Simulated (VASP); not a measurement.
A run of VASP 6.6.1:

File POSCAR:

```
Y2Sn
1.0
    5.3962269066      0.0000000000      0.0000000000
   -2.6981134533      4.6732695857      0.0000000000
    0.0000000000      0.0000000000      6.5694141956
Y Sn
4 2
Direct
    0.3333333333      0.6666666667      0.7500000000
    0.6666666667      0.3333333333      0.2500000000
    0.0000000000      0.0000000000      0.0000000000
    0.0000000000      0.0000000000      0.5000000000
    0.3333333333      0.6666666667      0.2500000000
    0.6666666667      0.3333333333      0.7500000000
```

The input INCAR.step1:

```
SYSTEM = Y2Sn
PREC = Accurate
ENCUT = 520
ISMEAR = -1
SIGMA = 0.05
LREAL = .FALSE.
LASPH = .TRUE.
NELM = 100
NBANDS = 45
GGA = PE
ALGO = Normal
EDIFF = 1E-4
LWAVE = .TRUE.
LCHARG = .FALSE.
```

The input INCAR.step2:

```
SYSTEM = Y2Sn
PREC = Accurate
ENCUT = 520
EDIFF = 1E-7
ISMEAR = -1
SIGMA = 0.05
LREAL = .FALSE.
LASPH = .TRUE.
NELM = 100
ALGO = Normal
ISIF = 2
LWAVE = .FALSE.
LCHARG = .TRUE.
METAGGA = R2SCAN
LMIXTAU = .TRUE.
LELF = .TRUE.
LVHAR = .TRUE.
NBANDS = 45
ISTART = 1
```

File KPOINTS:

```
Automatic mesh
0
G
  6 6 4
  0 0 0
```

Potentials or basis: VASP PAW PBE potentials, release 64 (Y_sv, Sn_d).

Command:

```bash
$ cat potpaw_PBE.64/Y_sv/POTCAR potpaw_PBE.64/Sn_d/POTCAR > POTCAR
$ cp INCAR.step1 INCAR
$ mpirun -np 1 vasp_std > vasp.out
$ cp INCAR.step2 INCAR
$ mpirun -np 1 vasp_std > vasp.out
```

Hardware: 1 thread of Intel Xeon 8259CL, on a shared host.

**Question.** Estimate the wall time of this run.

**Answer.** Wall time 18 min on 1 thread of Intel Xeon 8259CL (shared host), peak memory 0.39 GiB. Counts: k points 21.
